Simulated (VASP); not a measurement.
# Sn8O15 (a cell with a defect) in VASP: single point with PBE+D3(BJ)

Aim: the single point of Sn8O15 (a cell with a defect) with PBE+D3(BJ).

Program: VASP 6.6.1. These are calculated values, not measurements. Logs are shortened: lines on timing, memory, paths and dates and some standing lists are left out, and cuts for length are marked.

## (1) The cell of the first run

The cell holds a defect, 23 atoms: a = 6.700 Å, b = 6.700 Å, c = 6.373 Å, α = 90.00°, β = 90.00°, γ = 90.00°.

## (2) Single point, PBE+D3(BJ), collinear spin

INCAR reads:

```
SYSTEM = Sn8O15
ALGO = Normal ; EDIFF = 1E-6
ENCUT = 520 ; GGA = PE
ISIF = 2 ; ISMEAR = 0
ISPIN = 2 ; IVDW = 12
KPAR = 2 ; LASPH = .True.
LCHARG = .True. ; LORBIT = 11
LREAL = Auto ; LVHAR = .True.
LWAVE = .False. ; MAGMOM = 0 0 0 0 0 0 0 0 0 0 0 0 0 0 1 0 0 0 0 0 0 0 0
NBANDS = 122 ; NCORE = 2
NELECT = 201.0 ; NELM = 150
PREC = Accurate ; SIGMA = 0.05
```

KPOINTS reads:

```
k-points
0
Gamma
  2 2 2
  0 0 0
```

POSCAR reads:

```
Sn8O15
1.0
   -4.7373500000     -4.7373500000      0.0000000000
    4.7373500000     -4.7373500000      0.0000000000
    0.0000000000      0.0000000000      6.3728000000
Sn O
8 15
Direct
    0.5000000000      0.4992118996     -0.0008483576
    0.0000000000      0.5050352238      0.2500000000
    0.5000000000      0.4992118996      0.5008483576
    0.0000000000      0.4906780513      0.7500000000
    0.0000000000      0.0039607661      0.0052187197
    0.5000000000     -0.0044505478      0.2500000000
    0.0000000000      0.0039607661      0.4947812803
    0.5000000000     -0.0019920656      0.7500000000
    0.1924530920      0.5107881528     -0.0037379780
    0.0000000000      0.1999486749      0.2500000000
    0.8075469080      0.5107881528     -0.0037379780
    0.0000000000      0.8078169926      0.2500000000
    0.1924530920      0.5107881528      0.5037379780
    0.8075469080      0.5107881528      0.5037379780
    0.0000000000      1.1869546686      0.7500000000
    0.6968485865     -0.0072406758     -0.0022847406
    0.5000000000      0.6912478210      0.2500000000
    0.3031514135     -0.0072406758     -0.0022847406
    0.5000000000      0.3022323661      0.2500000000
    0.6968485865     -0.0072406758      0.5022847406
    0.5000000000      0.6933067309      0.7500000000
    0.3031514135     -0.0072406758      0.5022847406
    0.5000000000      0.3030668447      0.7500000000
```

Potentials or basis: VASP PAW PBE potentials, release 64 (Sn_d, O).

The run is started by

```console
cat potpaw_PBE.64/Sn_d/POTCAR potpaw_PBE.64/O/POTCAR > POTCAR
mpirun -np 4 vasp_std > vasp.out
```

OUTCAR:

```text
SYSTEM = Sn8O15
   EDIFF = 1E-6
   ENCUT = 520
   GGA = PE
   ISIF = 2
   ISMEAR = 0
   ISPIN = 2
   IVDW = 12
   LASPH = .True.
   LORBIT = 11
   LREAL = Auto
   NELECT = 201.0
   NELM = 150
   PREC = Accurate
 IVDW          = 12

 ion  position               nearest neighbor table
   1  0.500  0.499  0.999-  17 2.05  21 2.05  23 2.06  11 2.06   9 2.06  19 2.07   3 3.18   3 3.20
                             6 3.69   8 3.70   4 3.71   4 3.71   2 3.71   2 3.71   8 3.71   6 3.73
   2  0.000  0.505  0.250-  12 2.03  10 2.04  11 2.07   9 2.07  13 2.07  14 2.07   4 3.19   4 3.19
                             7 3.69   5 3.69   5 3.70   7 3.70   1 3.71   3 3.71   1 3.71   3 3.71
   3  0.500  0.499  0.501-  17 2.05  21 2.05  23 2.06  14 2.06  13 2.06  19 2.07   1 3.18   1 3.20
                             6 3.69   8 3.70   4 3.71   4 3.71   2 3.71   2 3.71   8 3.71   6 3.73
   4  0.000  0.491  0.750-  15 2.03  11 2.04  13 2.04  14 2.04   9 2.04   2 3.19   2 3.19   5 3.64
                             7 3.64   1 3.71   3 3.71   1 3.71   3 3.71
   5  0.000  0.004  0.005-  16 2.03  18 2.03  15 2.04  10 2.04  12 2.04   7 3.12   7 3.25   4 3.64
                             2 3.69   6 3.70   6 3.70   2 3.70   8 3.72   8 3.72
   6  0.500  0.996  0.250-  17 2.04  19 2.05  18 2.08  16 2.08  20 2.08  22 2.08   8 3.19   8 3.19
                             1 3.69   3 3.69   5 3.70   7 3.70   5 3.70   7 3.70   1 3.73   3 3.73
   7  0.000  0.004  0.495-  20 2.03  22 2.03  15 2.04  10 2.04  12 2.04   5 3.12   5 3.25   4 3.64
                             2 3.69   6 3.70   6 3.70   2 3.70   8 3.72   8 3.72
   8  0.500  0.998  0.750-  21 2.04  23 2.04  20 2.06  16 2.06  22 2.06  18 2.06   6 3.19   6 3.19
                             1 3.70   3 3.70   1 3.71   3 3.71   7 3.72   5 3.72   5 3.72   7 3.72
   9  0.192  0.511  0.996-   4 2.04   1 2.06   2 2.07
  10  0.000  0.200  0.250-   5 2.04   7 2.04   2 2.04
  11  0.808  0.511  0.996-   4 2.04   1 2.06   2 2.07
  12  0.000  0.808  0.250-   2 2.03   5 2.04   7 2.04
  13  0.192  0.511  0.504-   4 2.04   3 2.06   2 2.07
  14  0.808  0.511  0.504-   4 2.04   3 2.06   2 2.07
  15  0.000  0.187  0.750-   4 2.03   5 2.04   7 2.04
  16  0.697  0.993  0.998-   5 2.03   8 2.06   6 2.08
  17  0.500  0.691  0.250-   6 2.04   3 2.05   1 2.05
  18  0.303  0.993  0.998-   5 2.03   8 2.06   6 2.08
  19  0.500  0.302  0.250-   6 2.05   3 2.07   1 2.07
  20  0.697  0.993  0.502-   7 2.03   8 2.06   6 2.08
  21  0.500  0.693  0.750-   8 2.04   3 2.05   1 2.05
  22  0.303  0.993  0.502-   7 2.03   8 2.06   6 2.08
  23  0.500  0.303  0.750-   8 2.04   3 2.06   1 2.06

  LATTYP: Found a simple tetragonal cell.
 ALAT       =     6.6996246197
 C/A-ratio  =     0.9512174729

  Lattice vectors:

 A1 = (  -4.7373500000,  -4.7373500000,   0.0000000000)
 A2 = (   4.7373500000,  -4.7373500000,   0.0000000000)
 A3 = (   0.0000000000,   0.0000000000,   6.3728000000)

Analysis of symmetry for initial positions (statically):
=====================================================================
 Subroutine PRICEL returns:
 Original cell was already a primitive cell.

 Routine SETGRP: Setting up the symmetry group for a
 simple tetragonal supercell.

 Subroutine GETGRP returns: Found  4 space group operations
 (whereof  2 operations were pure point group operations)
 out of a pool of 16 trial point group operations.

The static configuration has the point symmetry C_1h.
 The point group associated with its full space group is C_2v.

Analysis of symmetry for dynamics (positions and initial velocities):
=====================================================================
 Subroutine PRICEL returns:
 Original cell was already a primitive cell.

 Routine SETGRP: Setting up the symmetry group for a
 simple tetragonal supercell.

 Subroutine GETGRP returns: Found  4 space group operations
 (whereof  2 operations were pure point group operations)
 out of a pool of 16 trial point group operations.

The dynamic configuration has the point symmetry C_1h.
 The point group associated with its full space group is C_2v.

Analysis of structural, dynamic, and magnetic symmetry:
=====================================================================
 Subroutine PRICEL returns:
 Original cell was already a primitive cell.

 Routine SETGRP: Setting up the symmetry group for a
 simple tetragonal supercell.

 Subroutine GETGRP returns: Found  4 space group operations
 (whereof  2 operations were pure point group operations)
 out of a pool of 16 trial point group operations.

The overall configuration has the point symmetry C_1h.
 The point group associated with its full space group is C_2v.

 Subroutine INISYM returns: Found  4 space group operations
 (whereof  2 operations are pure point group operations),
[... 111 lines left out ...]
 SYSTEM =  Sn8O15
   PREC   = accura    normal or accurate (medium, high low for compatibility)
   ISTART =      0    job   : 0-new  1-cont  2-samecut
   ICHARG =      2    charge: 1-file 2-atom 10-const
   ISPIN  =      2    spin polarized calculation?
   LNONCOLLINEAR =      F non collinear calculations
   LSORBIT =      F    spin-orbit coupling
   LASPH  =      T    aspherical Exc in radial PAW
   ENCUT  =  520.0 eV  38.22 Ry    6.18 a.u.  12.46 12.46 11.85*2*pi/ulx,y,z
   NELM   =    150;   NELMIN=  2; NELMDL= -5     # of ELM steps
   EDIFF  = 0.1E-05   stopping-criterion for ELM
   LREAL  =      T    real-space projection
   EDIFFG = 0.1E-04   stopping-criterion for IOM
   NSW    =      0    number of steps for IOM
[... 5 lines left out ...]
   TEBEG  =    0.0;   TEEND  =   0.0 temperature during run
   PSTRESS=    0.0 pullay stress
   NELECT =     201.0000    total number of electrons
   NUPDOWN=      -1.0000    fix difference up-down
   EMIN   =  10.00;   EMAX   =-10.00  energy-range for DOS
   EFERMI =   0.00;   METHOD = LEGACY
   ISMEAR =     0;   SIGMA  =   0.05  broadening in eV -4-tet -1-fermi 0-gaus
   EFERMI_NEDOS =   21; number of points for ismear=-14 and -15
   IALGO  =     38    algorithm
   IMIX   =      4    mixing-type and parameters
     AMIX     =   0.40;   BMIX     =  1.00
     AMIX_MAG =   1.60;   BMIX_MAG =  1.00
  volume/ion in A,a.u.               =      12.44        83.93
  Fermi-wavevector in a.u.,A,eV,Ry     =   1.455447  2.750396 28.821581  2.118326
  Thomas-Fermi vector in A             =   2.572481
   LORBIT       =     11    0 simple, 1 ext, 2 COOP (PROOUT), +10 PAW based schemes
   GGA     = PE    functional components
   LHFCALC =     F    Hartree Fock is set to
   AEXX    =    0.0000 exact exchange contribution
   IVDW    =    12    specifies the selected vdW correction
   LEPSILON=     F    determine dielectric tensor
   LRPA    =     F    only Hartree local field effects (RPA)
 spin polarized calculation
 Gauss-broadening in eV      SIGMA  =   0.05
  energy-cutoff  :      520.00
  volume of cell :      286.04
 maximum number of plane-waves:      7760
 NGX is ok and might be reduce to    50
   NGX = 25   NGY = 25   NGZ = 23

 number of electron     201.0000017 magnetization       0.4997679

 Free energy of the ion-electron system (eV)
  ---------------------------------------------------
  ext. energy  EPLUGINS =         0.00000000
  ---------------------------------------------------
  free energy    TOTEN  =      -147.20824316 eV

  energy without entropy =     -147.20820999  energy(sigma->0) =     -147.20822657

 E-fermi :   7.5301     XC(G=0): -11.0594

 val. band max:        7.4220943160   @ k =   0.0000   0.0000   0.5000
 cond. band min:       7.6381649076   @ k =   0.5000   0.0000   0.0000
 fundamental gap:      0.2160705916
 Fermi energy:         7.5301127778

 spin component 1

 k-point     1 :       0.0000    0.0000    0.0000
  band No.  band energies     occupation
      1     -15.2448      1.00000
      2     -14.9928      1.00000
      3     -14.9787      1.00000
      4     -14.9237      1.00000
      5     -14.7245      1.00000
      6     -14.7196      1.00000
[... 909 lines left out ...]
    111      13.6870      0.00000
    112      14.2405      0.00000
 Fermi energy:         7.5301127778

 spin component 2

 k-point     1 :       0.0000    0.0000    0.0000
  band No.  band energies     occupation
      1     -15.2277      1.00000
      2     -14.9864      1.00000
      3     -14.9606      1.00000
      4     -14.9115      1.00000
      5     -14.7183      1.00000
      6     -14.7132      1.00000
[... 909 lines left out ...]
    111      13.8336      0.00000
    112      14.3190      0.00000
 [bands above 112 left out]

------------------------ aborting loop because EDIFF is reached ----------------------------------------

 Edisp (eV)   -5.13372

 E8    (eV) :    -2.0817

  FORCE on cell =-STRESS in cart. coord.  units (eV):
  Direction    XX          YY          ZZ          XY          YZ          ZX
  --------------------------------------------------------------------------------------
  -------------------------------------------------------------------------------------
  Total       0.78186     0.78186     7.70069     0.37401     0.00000     0.00000
  in kB       4.37936     4.37936    43.13294     2.09491     0.00000     0.00000
  external pressure =       17.30 kB  Pullay stress =        0.00 kB

 VOLUME and BASIS-vectors are now :
 -----------------------------------------------------------------------------
  energy-cutoff  :      520.00
  volume of cell :      286.04
      direct lattice vectors                 reciprocal lattice vectors
    -4.737350000 -4.737350000  0.000000000    -0.105544239 -0.105544239  0.000000000
     4.737350000 -4.737350000  0.000000000     0.105544239 -0.105544239  0.000000000
     0.000000000  0.000000000  6.372800000     0.000000000  0.000000000  0.156916897

 POSITION                                       TOTAL-FORCE (eV/Angst)
 -----------------------------------------------------------------------------------
     -0.00373     -4.73362      6.36739        -0.009033      0.009033     -0.000235
      2.39253     -2.39253      1.59320        -0.006804      0.006804      0.000000
     -0.00373     -4.73362      3.19181        -0.009033      0.009033      0.000235
      2.32451     -2.32451      4.77960         0.014336     -0.014336      0.000000
      0.01876     -0.01876      0.03326         0.000216     -0.000216     -0.023317
      2.34759     -7.08494      1.59320        -0.000290      0.000290      0.000000
[... 15 lines left out ...]
      3.26691     -6.13918      3.20096        -0.001272      0.006915      0.003291
     -0.93294     -3.80441      4.77960        -0.017268      0.017268      0.000000
 -----------------------------------------------------------------------------------
    total drift:                                0.002203     -0.002203      0.000003

  FREE ENERGIE OF THE ION-ELECTRON SYSTEM (eV)
  ---------------------------------------------------
  free  energy   TOTEN  =      -152.3419584761 eV

  energy  without entropy=     -152.3419253073  energy(sigma->0) =     -152.34194189

 total charge

# of ion       s       p       d       tot
------------------------------------------
    1        0.879   1.072  10.370  12.321
    2        0.879   1.076  10.373  12.328
    3        0.879   1.072  10.370  12.321
    4        0.927   1.072  10.321  12.320
    5        0.937   1.065  10.321  12.323
    6        0.885   1.054  10.354  12.293
[... 15 lines left out ...]
   22        1.565   3.493   0.000   5.058
   23        1.561   3.505   0.000   5.066
--------------------------------------------------
tot         30.662  61.056  82.816 174.533

 magnetization (x)

# of ion       s       p       d       tot
------------------------------------------
    1       -0.001   0.000   0.000  -0.000
    2        0.001  -0.001   0.001   0.000
    3       -0.001   0.000   0.000  -0.000
    4        0.011   0.016   0.008   0.035
    5        0.017   0.020   0.009   0.045
    6       -0.002   0.007  -0.000   0.005
[... 15 lines left out ...]
   22        0.002   0.015   0.000   0.016
   23       -0.000   0.001   0.000   0.001
--------------------------------------------------
tot          0.057   0.233   0.028   0.317
```

Wall time 5.9 min (4 MPI ranks of Oxide Virtual Turin-like, shared host); peak memory 0.38 GiB.

What came out:

| Item | Value |
| --- | --- |
| Free energy | -152.3420 eV |
| Largest force | 0.030 eV/Å |
| Net moment | 0.50 μB per cell |
| Site moments | Sn -0.00, +0.00, +0.04, +0.01 (each value once); O +0.01, -0.00, +0.02, +0.03, +0.00 (each value once) μB |
| Valence electrons inside the program's atomic spheres | Sn 12.32, 12.33, 12.29, 12.35 (each value once); O 5.06, 5.08, 5.07, 5.05 (each value once) |
| Dispersion energy per atom | -0.223 eV |

Forces on the atoms (eV/Å):
```
Sn  -0.009  0.009  0.000
Sn  -0.007  0.007  0.000
Sn  -0.009  0.009  0.000
Sn   0.014 -0.014  0.000
Sn   0.000  0.000 -0.023
Sn   0.000  0.000  0.000
Sn   0.000  0.000  0.023
Sn  -0.001  0.001  0.000
O   -0.011 -0.024  0.002
O    0.019 -0.019  0.000
O    0.024  0.011  0.002
O   -0.021  0.021  0.000
O   -0.011 -0.024 -0.002
O    0.024  0.011 -0.002
O    0.010 -0.010  0.000
O   -0.007  0.001 -0.003
O    0.010 -0.010  0.000
O   -0.001  0.007 -0.003
O   -0.015  0.015  0.000
O   -0.007  0.001  0.003
O    0.015 -0.015  0.000
O   -0.001  0.007  0.003
O   -0.017  0.017  0.000
```

Caveat: the k points lie up to 0.49 Å⁻¹ apart; the cell carries a net charge on a neutralising background, which shifts energy and pressure; the cell is charged against a uniform background, so pressure and absolute levels hang on convention; spin-orbit coupling is left out, which moves the levels of the heavy elements.
